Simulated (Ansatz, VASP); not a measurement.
# Ca3Hg in VASP and in Ansatz

```
CELL_PARAMETERS angstrom
5.00785 0.00000 0.00000
0.00000 5.00785 0.00000
0.00000 0.00000 5.00785
ATOMIC_POSITIONS crystal
Ca 0.50000 0.00000 0.00000
Ca 0.00000 0.00000 0.50000
Ca 0.00000 0.50000 0.00000
Hg 0.50000 0.50000 0.50000
```

Alike in both runs: task single point; functional LDA; k mesh 5 × 5 × 5; no spin polarisation.

|  | VASP | Ansatz |
| --- | --- | --- |
| version | VASP 6.6.1 | Ansatz 0.2.0 |
| potentials or method | VASP PAW LDA potentials, release 64 (Ca_sv, Hg), cutoff 520 eV | plane waves, PAW |
| occupations | fermi-dirac, width 0.1 eV | fermi-dirac |
| valence electrons in the cell | 42 | 50 |

Ansatz gave:

* pressure (GPa): -1.9

Q: Which values does VASP return?

A: Pressure (GPa): -1.8.

LDA's correlation is that of Perdew and Zunger in VASP and of Perdew and Wang (1992) in Ansatz. VASP's potentials hold 42 valence electrons a cell and Ansatz's 50, so a difference there can come from the potentials and not from the codes.

Spin-orbit coupling is off throughout.
